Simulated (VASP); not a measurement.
Set up this calculation in VASP 6.6.1, as the native input.

| Item | Value |
| --- | --- |
| Task | single point |
| Functional | PBE |
| Potentials or basis | VASP PAW PBE potentials, release 64 (Zn, S) |
| Cutoff | 520 eV |
| k mesh | 9 × 9 × 4 |
| Occupations | gaussian, width 0.05 eV |
| Spin | no spin polarisation |
| Dipole correction | no |
| Further INCAR settings | ALGO = Normal; EDIFF = 1e-06; NBANDS = 26 |

The structure of ZnS lies in POSCAR:

```
ZnS
1.0
    3.8967046666      0.0000000000      0.0000000000
   -1.9483523333      3.3746452323      0.0000000000
    0.0000000000      0.0000000000      6.3037246812
Zn S
2 2
Direct
    0.2993460745      0.6666666667      0.0052003729
    0.7006539255      0.3333333333      0.5052003729
    0.3607984271      0.6666666667      0.3797996271
    0.6392015729      0.3333333333      0.8797996271
```

This cell differs from its parent crystal: atoms displaced along a vibrational mode, the cell strained.

These files were run (other wordings do the same):

INCAR

```
PREC     = Accurate       # precision mode
ENCUT    = 520            # plane-wave cutoff, eV
EDIFF    = 1E-6           # SCF threshold, eV
ISMEAR   = 0              # smearing method
SIGMA    = 0.05           # smearing width, eV
LREAL    = False          # projectors in reciprocal space
LASPH    = True           # aspherical terms in the spheres
NELM     = 80             # most SCF steps
ALGO     = Normal         # electronic algorithm
ISIF     = 2              # what is computed and relaxed
LWAVE    = False          # write WAVECAR
LCHARG   = False          # write CHGCAR
GGA      = PE             # functional
NBANDS   = 26             # bands
```

KPOINTS

```
regular mesh
0
Gamma
  9 9 4
```

Potentials or basis: VASP PAW PBE potentials, release 64 (Zn, S).

Command:

```console
$ cat potpaw_PBE.64/Zn/POTCAR potpaw_PBE.64/S/POTCAR > POTCAR
$ mpirun -np 1 vasp_std > vasp.out
```

It gave:

- Pressure: -1.7 GPa
- Largest force: 0.146 eV/Å
- Band gap on the k mesh: 1.93 eV

Caveat: the cell differs from its parent crystal (atoms displaced along a vibrational mode, the cell strained).

Wall time 4.3 min on 1 thread of Intel(R) Xeon(R) 6975P-C (Granite Rapids) (shared host), peak memory 0.35 GiB.
